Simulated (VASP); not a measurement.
# H9C20Cl in VASP: a series of runs

The runs below take H9C20Cl through single point, with PBE+D3(BJ).

All numbers are computed with VASP 6.6.1; they aren't measurements. Logs are shortened: lines on timing, memory, paths and dates and some standing lists are left out, and cuts for length are marked.

### Step 1. The cell of the first run

The cell holds a slab with vacuum, 30 atoms: a = 5.049 Å, b = 5.049 Å, c = 16.165 Å, α = 90.00°, β = 90.00°, γ = 90.00°.

### Step 2. Single point, PBE+D3(BJ)

Contents of INCAR:

```
SYSTEM = H9C20Cl
ALGO = Normal
EDIFF = 1E-6
ENCUT = 520
GGA = PE
ISIF = 2
ISMEAR = 0
IVDW = 12
LASPH = .TRUE.
LCHARG = .FALSE.
LREAL = Auto
LWAVE = .FALSE.
NBANDS = 69
NELM = 80
PREC = Accurate
SIGMA = 0.02
```

Contents of KPOINTS:

```
k-points
0
G
  2 2 1
  0 0 0
```

Contents of POSCAR:

```
H9C20Cl
1.0
    5.0487420000      0.0000000000      0.0000000000
    0.0000000000      5.0487420000      0.0000000000
    0.0000000000      0.0000000000     16.1647000000
H C Cl
9 20 1
Direct
    0.4277867635      0.0000000000      0.0618631957
    0.0722132365      0.0000000000      0.0618631957
    0.9277867635      0.0000000000      0.0618631957
    0.5722132365      0.0000000000      0.0618631957
    0.4277867635      0.5000000000      0.0618631957
    0.0722132365      0.5000000000      0.0618631957
    0.9277867635      0.5000000000      0.0618631957
    0.5722132365      0.5000000000      0.0618631957
    0.2500046546      0.2499753404      0.3846427091
    0.2500000990      0.0000000000      0.1011277661
    0.7500000990      0.0000000000      0.1011277661
    0.2500000990      0.5000000000      0.1011277661
    0.7500000990      0.5000000000      0.1011277661
    0.2500000990      0.2500000990      0.1563406682
    0.7500000990      0.2500000990      0.1563406682
    0.2500000990      0.7500000990      0.1563406682
    0.7500000990      0.7500000990      0.1563406682
    0.0008410016      0.2499961377      0.2058795400
    0.4991588004      0.2499961377      0.2058794781
    0.0001226048      0.7499953454      0.2175215748
    0.4998771971      0.7499953454      0.2175215748
   -0.0007851461      0.0164248837      0.2690604836
    0.5007845519      0.0164246856      0.2690604836
   -0.0007839577      0.4835600631      0.2690617209
    0.5007835615      0.4835600631      0.2690617209
    0.2499997029      0.1063526320      0.3115893892
    0.7499997029      0.1129009959      0.3113449059
    0.2499999010      0.3936249862      0.3115917400
    0.7499999010      0.3870811778      0.3113447821
    0.2499860361      0.7500197079      0.4313053134
```

Potentials or basis: VASP PAW PBE potentials, release 64 (H, C, Cl).

On the command line:

```console
> cat potpaw_PBE.64/H/POTCAR potpaw_PBE.64/C/POTCAR potpaw_PBE.64/Cl/POTCAR > POTCAR
> mpirun -np 1 vasp_std > vasp.out
```

OUTCAR:

```text
SYSTEM = H9C20Cl
   EDIFF = 1E-6
   ENCUT = 520
   GGA = PE
   ISIF = 2
   ISMEAR = 0
   IVDW = 12
   LASPH = .TRUE.
   LREAL = Auto
   NELM = 80
   PREC = Accurate
 IVDW          = 12

 ion  position               nearest neighbor table
   1  0.428  0.000  0.062-   4 0.73  10 1.10
   2  0.072  0.000  0.062-   3 0.73  10 1.10
   3  0.928  0.000  0.062-   2 0.73  11 1.10
   4  0.572  0.000  0.062-   1 0.73  11 1.10
   5  0.428  0.500  0.062-   8 0.73  12 1.10
   6  0.072  0.500  0.062-   7 0.73  12 1.10
   7  0.928  0.500  0.062-   6 0.73  13 1.10
   8  0.572  0.500  0.062-   5 0.73  13 1.10
   9  0.250  0.250  0.385-  26 1.39  28 1.39
  10  0.250  0.000  0.101-   1 1.10   2 1.10  16 1.55  14 1.55
  11  0.750  0.000  0.101-   3 1.10   4 1.10  17 1.55  15 1.55
  12  0.250  0.500  0.101-   5 1.10   6 1.10  14 1.55  16 1.55
  13  0.750  0.500  0.101-   7 1.10   8 1.10  15 1.55  17 1.55
  14  0.250  0.250  0.156-  19 1.49  18 1.49  12 1.55  10 1.55
  15  0.750  0.250  0.156-  18 1.50  19 1.50  13 1.55  11 1.55
[... 9 lines left out ...]
  25  0.501  0.484  0.269-  28 1.51  29 1.51  19 1.56  21 1.58
  26  0.250  0.106  0.312-   9 1.39  28 1.45  22 1.51  23 1.51
  27  0.750  0.113  0.311-  29 1.38  22 1.51  23 1.51
  28  0.250  0.394  0.312-   9 1.39  26 1.45  25 1.51  24 1.51
  29  0.750  0.387  0.311-  27 1.38  24 1.51  25 1.51
  30  0.250  0.750  0.431-

  LATTYP: Found a simple tetragonal cell.
 ALAT       =     5.0487420000
 C/A-ratio  =     3.2017282721

  Lattice vectors:

 A1 = (   5.0487420000,   0.0000000000,   0.0000000000)
 A2 = (   0.0000000000,   5.0487420000,   0.0000000000)
 A3 = (   0.0000000000,   0.0000000000,  16.1647000000)

Analysis of symmetry for initial positions (statically):
=====================================================================
 Subroutine PRICEL returns:
 Original cell was already a primitive cell.

 Routine SETGRP: Setting up the symmetry group for a
 simple tetragonal supercell.

 Subroutine GETGRP returns: Found  1 space group operations
 (whereof  1 operations were pure point group operations)
 out of a pool of 16 trial point group operations.

The static configuration has the point symmetry C_1 .

Analysis of symmetry for dynamics (positions and initial velocities):
=====================================================================
 Subroutine PRICEL returns:
 Original cell was already a primitive cell.

 Routine SETGRP: Setting up the symmetry group for a
 simple tetragonal supercell.

 Subroutine GETGRP returns: Found  1 space group operations
 (whereof  1 operations were pure point group operations)
 out of a pool of 16 trial point group operations.

The dynamic configuration has the point symmetry C_1 .

 Subroutine INISYM returns: Found  1 space group operations
 (whereof  1 operations are pure point group operations),
 and found     1 'primitive' translations

----------------------------------------------------------------------------------------

                                     Primitive cell

  volume of cell :     412.0349

  direct lattice vectors                    reciprocal lattice vectors
     5.048742000  0.000000000  0.000000000     0.198069143  0.000000000  0.000000000
     0.000000000  5.048742000  0.000000000     0.000000000  0.198069143  0.000000000
     0.000000000  0.000000000 16.164700000     0.000000000  0.000000000  0.061863196

  length of vectors
     5.048742000  5.048742000 16.164700000     0.198069143  0.198069143  0.061863196

  position of ions in fractional coordinates (direct lattice)
     0.427786764  0.000000000  0.061863196
     0.072213236  0.000000000  0.061863196
     0.927786764  0.000000000  0.061863196
     0.572213236  0.000000000  0.061863196
     0.427786764  0.500000000  0.061863196
     0.072213236  0.500000000  0.061863196
[... 22 lines left out ...]
     0.749999901  0.387081178  0.311344782
     0.249986036  0.750019708  0.431305313

  ion indices of the primitive-cell ions
   primitive index   ion index
                 1           1
                 2           2
                 3           3
                 4           4
                 5           5
                 6           6
[... 22 lines left out ...]
                29          29
                30          30

----------------------------------------------------------------------------------------

 KPOINTS: k-points

Automatic generation of k-mesh.
 Grid dimensions read from file:
 generate k-points for:    2    2    1

 Generating k-lattice:

  Cartesian coordinates                     Fractional coordinates (reciprocal lattice)
     0.099034571  0.000000000  0.000000000     0.500000000  0.000000000  0.000000000
     0.000000000  0.099034571  0.000000000     0.000000000  0.500000000  0.000000000
     0.000000000  0.000000000  0.061863196     0.000000000  0.000000000  1.000000000

  Length of vectors
     0.099034571  0.099034571  0.061863196

  Shift w.r.t. Gamma in fractional coordinates (k-lattice)
     0.000000000  0.000000000  0.000000000

 Subroutine IBZKPT returns following result:
 ===========================================

 Found      4 irreducible k-points:

 Following reciprocal coordinates:
            Coordinates               Weight
  0.000000  0.000000  0.000000      1.000000
  0.500000  0.000000  0.000000      1.000000
  0.000000  0.500000  0.000000      1.000000
  0.500000  0.500000  0.000000      1.000000
   k-points           NKPTS =      4   k-points in BZ     NKDIM =      4   number of bands    NBANDS=     69
   number of dos      NEDOS =    301   number of ions     NIONS =     30
   total plane-waves  NPLWV = 192000
   dimension x,y,z NGX =    40 NGY =   40 NGZ =  120
   dimension x,y,z NGXF=    80 NGYF=   80 NGZF=  240
   ions per type =               9  20   1
   NGX,Y,Z   is equivalent  to a cutoff of  13.17, 13.17, 12.34 a.u.
   NGXF,Y,Z  is equivalent  to a cutoff of  26.34, 26.34, 24.68 a.u.
 SYSTEM =  H9C20Cl
   PREC   = accura    normal or accurate (medium, high low for compatibility)
   ISTART =      0    job   : 0-new  1-cont  2-samecut
   ICHARG =      2    charge: 1-file 2-atom 10-const
   ISPIN  =      1    spin polarized calculation?
   LNONCOLLINEAR =      F non collinear calculations
   LSORBIT =      F    spin-orbit coupling
   LASPH  =      T    aspherical Exc in radial PAW
   ENCUT  =  520.0 eV  38.22 Ry    6.18 a.u.   9.39  9.39 30.06*2*pi/ulx,y,z
   NELM   =     80;   NELMIN=  2; NELMDL= -5     # of ELM steps
   EDIFF  = 0.1E-05   stopping-criterion for ELM
   LREAL  =      T    real-space projection
   EDIFFG = 0.1E-04   stopping-criterion for IOM
   NSW    =      0    number of steps for IOM
   IBRION =     -1    ionic relax: 0-MD 1-quasi-New 2-CG
   NFREE  =      0    steps in history (QN), initial steepest desc. (CG)
   ISIF   =      2    stress and relaxation
   ISYM   =      2    0-nonsym 1-usesym 2-fastsym
   POTIM  = 0.5000    time-step for ionic-motion
   TEBEG  =    0.0;   TEEND  =   0.0 temperature during run
   PSTRESS=    0.0 pullay stress
   NELECT =      96.0000    total number of electrons
   NUPDOWN=      -1.0000    fix difference up-down
   EMIN   =  10.00;   EMAX   =-10.00  energy-range for DOS
   EFERMI =   0.00;   METHOD = LEGACY
   ISMEAR =     0;   SIGMA  =   0.02  broadening in eV -4-tet -1-fermi 0-gaus
   EFERMI_NEDOS =   21; number of points for ismear=-14 and -15
   IALGO  =     38    algorithm
   IMIX   =      4    mixing-type and parameters
     AMIX     =   0.40;   BMIX     =  1.00
     AMIX_MAG =   1.60;   BMIX_MAG =  1.00
  volume/ion in A,a.u.               =      13.73        92.68
  Fermi-wavevector in a.u.,A,eV,Ry     =   1.007366  1.903645 13.807002  1.014786
  Thomas-Fermi vector in A             =   2.140166
   LORBIT       =      0    0 simple, 1 ext, 2 COOP (PROOUT), +10 PAW based schemes
   GGA     = PE    functional components
   LHFCALC =     F    Hartree Fock is set to
   AEXX    =    0.0000 exact exchange contribution
   IVDW    =    12    specifies the selected vdW correction
   LEPSILON=     F    determine dielectric tensor
   LRPA    =     F    only Hartree local field effects (RPA)
 non-spin polarized calculation
 Gauss-broadening in eV      SIGMA  =   0.02
  energy-cutoff  :      520.00
  volume of cell :      412.03
 maximum number of plane-waves:     11113
 NGX is ok and might be reduce to    40
   NGX = 19   NGY = 19   NGZ = 61

 number of electron      96.0000005 magnetization

 Free energy of the ion-electron system (eV)
  ---------------------------------------------------
  ext. energy  EPLUGINS =         0.00000000
  ---------------------------------------------------
  free energy    TOTEN  =      -194.10040233 eV

  energy without entropy =     -194.10040233  energy(sigma->0) =     -194.10040233

 E-fermi :   0.3208     XC(G=0):  -5.7616

 val. band max:        0.1657258857   @ k =   0.0000   0.5000   0.0000
 cond. band min:       0.8254970517   @ k =   0.0000   0.5000   0.0000
 fundamental gap:      0.6597711660
 Fermi energy:         0.3207794169

 k-point     1 :       0.0000    0.0000    0.0000
  band No.  band energies     occupation
      1     -21.3745      2.00000
      2     -19.1243      2.00000
      3     -17.0861      2.00000
      4     -16.8180      2.00000
      5     -16.4379      2.00000
      6     -16.4024      2.00000
[... 52 lines left out ...]
     59       5.2618      0.00000
     60       6.3250      0.00000

 k-point     2 :       0.5000    0.0000    0.0000
  band No.  band energies     occupation
      1     -20.3093      2.00000
      2     -20.1645      2.00000
      3     -18.0952      2.00000
      4     -17.8926      2.00000
      5     -15.4008      2.00000
      6     -15.3794      2.00000
[... 52 lines left out ...]
     59       6.2030      0.00000
     60       6.2461      0.00000

 k-point     3 :       0.0000    0.5000    0.0000
  band No.  band energies     occupation
      1     -20.9597      2.00000
      2     -19.1796      2.00000
      3     -18.3778      2.00000
      4     -16.7200      2.00000
      5     -16.6639      2.00000
      6     -16.4212      2.00000
[... 52 lines left out ...]
     59       6.4237      0.00000
     60       6.5236      0.00000

 k-point     4 :       0.5000    0.5000    0.0000
  band No.  band energies     occupation
      1     -19.9258      2.00000
      2     -19.7324      2.00000
      3     -18.0588      2.00000
      4     -18.0375      2.00000
      5     -17.3670      2.00000
      6     -17.1557      2.00000
[... 52 lines left out ...]
     59       6.2720      0.00000
     60       7.3119      0.00000
 [bands above 60 left out]

------------------------ aborting loop because EDIFF is reached ----------------------------------------

 Edisp (eV)   -3.38322

 E8    (eV) :    -0.9783

  FORCE on cell =-STRESS in cart. coord.  units (eV):
  Direction    XX          YY          ZZ          XY          YZ          ZX
  --------------------------------------------------------------------------------------
  -------------------------------------------------------------------------------------
  Total      77.54975    -9.48209    -4.73431    -0.00003     0.00593     0.00004
  in kB     301.54837   -36.87062   -18.40914    -0.00010     0.02308     0.00015
  external pressure =       82.09 kB  Pullay stress =        0.00 kB

 VOLUME and BASIS-vectors are now :
 -----------------------------------------------------------------------------
  energy-cutoff  :      520.00
  volume of cell :      412.03
      direct lattice vectors                 reciprocal lattice vectors
     5.048742000  0.000000000  0.000000000     0.198069143  0.000000000  0.000000000
     0.000000000  5.048742000  0.000000000     0.000000000  0.198069143  0.000000000
     0.000000000  0.000000000 16.164700000     0.000000000  0.000000000  0.061863196

 POSITION                                       TOTAL-FORCE (eV/Angst)
 -----------------------------------------------------------------------------------
      2.15978      0.00000      1.00000        -8.959135     -0.062674      0.086209
      0.36459      0.00000      1.00000         8.959155     -0.062673      0.086221
      4.68416      0.00000      1.00000        -8.952353     -0.058594      0.090453
      2.88896      0.00000      1.00000         8.952374     -0.058593      0.090465
      2.15978      2.52437      1.00000        -8.959137      0.062453      0.086209
      0.36459      2.52437      1.00000         8.959157      0.062452      0.086221
[... 22 lines left out ...]
      3.78656      1.95427      5.03279        -0.000024      0.053958      0.040707
      1.26211      3.78666      6.97192         0.000059      0.000164      0.042715
 -----------------------------------------------------------------------------------
    total drift:                                0.000008      0.002875     -0.005197

  FREE ENERGIE OF THE ION-ELECTRON SYSTEM (eV)
  ---------------------------------------------------
  free  energy   TOTEN  =      -197.4836216813 eV

  energy  without entropy=     -197.4836216813  energy(sigma->0) =     -197.48362168
```

It took 3 min on 1 thread of Intel Xeon Platinum 8488C (Sapphire Rapids), shared host; peak memory 0.45 GiB.

What came out:

```yaml
Free_energy: -197.4836 eV
Largest_force: 8.960 eV/Å
Band_gap_on_the_k_mesh: 0.66 eV, direct
Dispersion_energy_per_atom: -0.113 eV
```

Forces on the atoms (eV/Å):
```
H   -8.959 -0.063  0.086
H    8.959 -0.063  0.086
H   -8.952 -0.059  0.090
H    8.952 -0.059  0.090
H   -8.959  0.062  0.086
H    8.959  0.062  0.086
H   -8.952  0.058  0.090
H    8.952  0.058  0.090
H    0.000  0.000  0.032
C    0.000 -0.189  1.000
C    0.000 -0.193  1.022
C    0.000  0.189  1.000
C    0.000  0.193  1.022
C    0.000  0.000 -3.756
C    0.000  0.000 -3.419
C    0.000 -0.001  1.125
C    0.000 -0.001  1.093
C   -0.003  0.000 -0.010
C    0.003  0.000 -0.010
C   -0.002  0.000  0.008
C    0.002  0.000  0.008
C   -0.002 -0.043 -0.003
C    0.002 -0.043 -0.003
C   -0.002  0.043 -0.003
C    0.002  0.043 -0.003
C    0.000 -0.051  0.032
C    0.000 -0.051  0.040
C    0.000  0.052  0.033
C    0.000  0.054  0.041
Cl   0.000  0.000  0.043
```

Levels at points of the mesh, in eV from the valence-band top:
```csv
k point,band 46,band 47,band 48,band 49,band 50,band 51
"(0.00, 0.00, 0.00)",-1.00,-0.57,-0.13,0.75,2.03,2.62
"(0.50, 0.00, 0.00)",-1.43,-0.97,-0.88,1.33,1.76,3.70
"(0.00, 0.50, 0.00)",-0.37,-0.34,0.00,0.66,1.69,3.44
"(0.50, 0.50, 0.00)",-1.35,-0.74,-0.48,1.23,1.78,4.24
```

Caveat: the k points lie up to 0.62 Å⁻¹ apart.

(Part 1 of 2 ends here.)
